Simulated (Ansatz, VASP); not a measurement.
**Two plane-wave programs on Tl2As**

File INCAR:

```
SYSTEM = Tl2As
PREC = Accurate ; ENCUT = 600
EDIFF = 1E-6 ; ISMEAR = 0
SIGMA = 0.1 ; LREAL = .FALSE.
LASPH = .TRUE. ; NELM = 100
ALGO = Normal ; ISIF = 3
LWAVE = .FALSE. ; LCHARG = .FALSE.
GGA = PE ; IBRION = 2
NSW = 90 ; EDIFFG = -0.04
```

KPOINTS

```
Automatic mesh
0
G
  6 6 6
  0 0 0
```

File POSCAR:

```
Tl2As
1.0
   -1.8800587551      1.8800587551      6.1171879366
    1.8800587551     -1.8800587551      6.1171879366
    1.8800587551      1.8800587551     -6.1171879366
Tl As
2 1
Direct
    0.3400000000      0.3400000000      0.0000000000
    0.6600000000      0.6600000000      0.0000000000
    0.0000000000      0.0000000000      0.0000000000
```

Input for Ansatz:

```yaml
crystal:
  lattice:
    - [-1.8800587551, 1.8800587551, 6.1171879366]
    - [1.8800587551, -1.8800587551, 6.1171879366]
    - [1.8800587551, 1.8800587551, -6.1171879366]
  atoms:
    - { symbol: Tl, position: [0.34, 0.34, 0.0] }
    - { symbol: Tl, position: [0.66, 0.66, 0.0] }
    - { symbol: As, position: [0.0, 0.0, 0.0] }
basis:
  ecutwfc: 420
kpoints:
  mp_grid: { grid: [6, 6, 6] }
hamiltonian:
  xc: pbe
scf:
  occupations: { method: gaussian, width: 0.1 }
  lower_state_search: "off"
output:
  forces: true
  stress: true
  eigenvalues: true
relax:
  adjacent_minimum: "off"
  f_tol: 0.04
  max_steps: 70
  cell: { stress_tol: 0.4 }
```

Alike in both runs: task relaxation of cell and atoms; functional PBE; k mesh 6 × 6 × 6; occupations gaussian, width 0.1 eV; no spin polarisation.

```csv
,VASP,Ansatz
version,VASP 6.6.1,Ansatz 0.2.0
potentials or method,"VASP PAW PBE potentials, release 64 (Tl_d, As), cutoff 600 eV","scalar-relativistic, plane waves, PAW"
valence electrons in the cell,31,41
```

VASP gave:

* gap on the k mesh at the Fermi level, each at its own relaxed structure (eV): none
* relaxed volume (Å³/atom): 28.81
* relaxed cell length with the largest relative difference (Å): 7.113

What did Ansatz give for the same quantities?

gap on the k mesh at the Fermi level, each at its own relaxed structure (eV): none; relaxed volume (Å³/atom): 28.82; relaxed cell length with the largest relative difference (Å): 7.157.

A gap of «none» marks a metal or a gap that the smearing closes. VASP's potentials hold 31 valence electrons a cell and Ansatz's 41, so a difference there can come from the potentials and not from the codes.

The k mesh is coarse, so the values compare programs but aren't converged. Spin-orbit coupling is off throughout.
